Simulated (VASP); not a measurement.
## Fe4Si: single point with PBEsol

Fe4Si:

```
CELL_PARAMETERS angstrom
0.00000 2.02761 9.46634
1.52190 0.00000 9.46634
1.52190 2.02761 0.00000
ATOMIC_POSITIONS crystal
Fe 0.59407 0.59407 0.40593
Fe 0.19797 0.19797 0.80203
Fe 0.80203 0.80203 0.19797
Fe 0.40593 0.40593 0.59407
Si 0.00000 0.00000 0.00000
```

```
Program                : VASP 6.6.1
Task                   : single point
Functional             : PBEsol
Potentials or basis    : VASP PAW PBE potentials, release 64 (Fe, Si)
Cutoff                 : 520 eV
k mesh                 : 9 × 9 × 9
Occupations            : fermi-dirac, width 0.05 eV
Spin                   : collinear spin, ferromagnetic start
Starting moments       : [3.0, 3.0, 3.0, 3.0, 0.0] μB
Fixed moment           : 12 μB
Dipole correction      : no
Further INCAR settings : ALGO = Normal; EDIFF = 1e-06; NBANDS = 30
```

- Pressure: 9.0 GPa
- Largest force: 0.740 eV/Å
- Net moment: 12.00 μB per cell
- Site moments: Fe +2.75, +3.07 (each value once); Si +0.06 μB
- Valence electrons inside the program's atomic spheres: Fe 7.32, 7.12 (each value once); Si 1.69

Forces in eV/Å, atoms in the order of the input:
```
Fe   0.000  0.000  0.740
Fe   0.000  0.000  0.015
Fe   0.000  0.000 -0.015
Fe   0.000  0.000 -0.740
Si   0.000  0.000  0.000
```

Stress tensor (GPa, compression positive):
```
 9.87  0.00  0.00
 0.00  4.73  0.00
 0.00  0.00 12.42
```

It took 18 min on 1 thread of Intel(R) Xeon(R) Platinum 8375C CPU @ 2.90GHz (Ice Lake) (shared host), peak memory 0.58 GiB.

Caveat: the cell stands under pressure; the PAW data sets were made with another functional, which shifts forces and pressure a little; the total moment is fixed, so each spin has its own Fermi level.
